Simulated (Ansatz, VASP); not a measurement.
SnO in VASP and in Ansatz

INCAR

```
  ALGO = Normal
  EDIFF = 1E-6
  EDIFFG = -0.01
  ENCUT = 600
  GGA = PE
  IBRION = 2
  ISIF = 3
  ISMEAR = 0
  LASPH = True
  LCHARG = False
  LREAL = False
  LWAVE = False
  NELM = 100
  NSW = 100
  PREC = Accurate
  SIGMA = 0.1
```

The input KPOINTS:

```
k-points
0
Gamma
  18 18 18
```

The input POSCAR:

```
SnO
1.0
    3.1317872361      0.0000000000      0.0000000000
    0.0000000000      3.1317872361      0.0000000000
    0.0000000000      0.0000000000      3.1317872361
Sn O
1 1
Direct
    0.5000000000      0.5000000000      0.5000000000
    0.0000000000      0.0000000000      0.0000000000
```

Input for Ansatz:

```yaml
crystal:
  lattice:
    - [3.1317872361, 0.0, 0.0]
    - [0.0, 3.1317872361, 0.0]
    - [0.0, 0.0, 3.1317872361]
  atoms:
    - { symbol: Sn, position: [0.5, 0.5, 0.5] }
    - { symbol: O, position: [0.0, 0.0, 0.0] }
basis:
  ecutwfc: 420
kpoints:
  mp_grid: { grid: [18, 18, 18] }
hamiltonian:
  xc: pbe
scf:
  occupations: { method: gaussian, width: 0.1 }
output:
  forces: true
  stress: true
  eigenvalues: true
relax:
  adjacent_minimum: "off"
  f_tol: 0.01
  max_steps: 80
  cell: { stress_tol: 0.05 }
```

Change from the starting cell: species swapped into the AlFe type (Pm-3m, No. 221).

Alike in both runs: task relaxation of cell and atoms; functional PBE; k mesh 18 × 18 × 18; occupations gaussian, width 0.1 eV; no spin polarisation.

```csv
,VASP,Ansatz
version,VASP 6.6.1,Ansatz 0.2.0
potentials or method,"VASP PAW PBE potentials, release 64 (Sn_d, O), cutoff 600 eV","scalar-relativistic, plane waves, PAW"
valence electrons in the cell,20,20
```

|  | VASP | Ansatz | Ansatz less VASP |
| --- | --- | --- | --- |
| gap on the k mesh at the Fermi level, each at its own relaxed structure (eV) | none | none | - |
| relaxed volume (Å³/atom) | 15.36 | 15.36 | 0.000 |
| relaxed cell length with the largest relative difference (Å) | 3.132 | 3.132 | 0.0000 |

A gap of «none» marks a metal or a gap that the smearing closes.

Noted on VASP's run: the relaxation stopped at its first step, so nothing moved.
